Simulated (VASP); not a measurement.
Runs of VASP 6.6.1 on AgCl. The structure is that of space group Pm-3m (No. 221), or close to it. The cells are those of the table. 

```tsv
task	cell	gap on the mesh (eV)	pressure (GPa)
electric field gradients	a = 3.435 Å, angles 91.7°, 2 atoms	0.53	-0.2
electric field gradients	a = 3.479 Å, 2 atoms	0.60	(b)
single point	a = 3.434 Å, angles 90.6°, 2 atoms	0.58	-0.3
single point	a = 3.435 Å, angles 91.7°, 2 atoms	0.53	-0.2
single point	a = 3.434 Å, angles 91.1°, 2 atoms	0.55	-0.2
single point	a = 3.468, b = 3.468, c = 3.434 Å, 2 atoms	(a)	-1.1
electric field gradients	a = 3.462 Å, 2 atoms	0.60	-1.3
electric field gradients	a = 3.501 Å, 2 atoms	0.60	-2.6
electric field gradients	a = 3.434 Å, angles 90.6°, 2 atoms	0.58	-0.2
single point	a = 3.434 Å, angles 89.4°, 2 atoms	0.58	-0.2
electric field gradients	a = 3.490 Å, 2 atoms	0.60	-2.2
electric field gradients	a = 3.457 Å, 2 atoms	0.60	-1.1
```

Alike in all rows: level PBE; potentials or basis VASP PAW PBE potentials, release 64 (Ag, Cl); no spin polarisation; k mesh 9 × 9 × 9; cutoff (eV) 520; smearing fermi-dirac 0.01 eV.

Problem. Fill in the values left out.

Solution. (a) 0.59; (b) -1.9.

Caveats: semilocal functionals underestimate gaps, and a narrow one can read as zero; an odd mesh through Γ misses points on the zone boundary, where band edges can lie (at least some runs).

A k mesh can miss the band edges, and the runs leave out spin-orbit coupling on Ag.
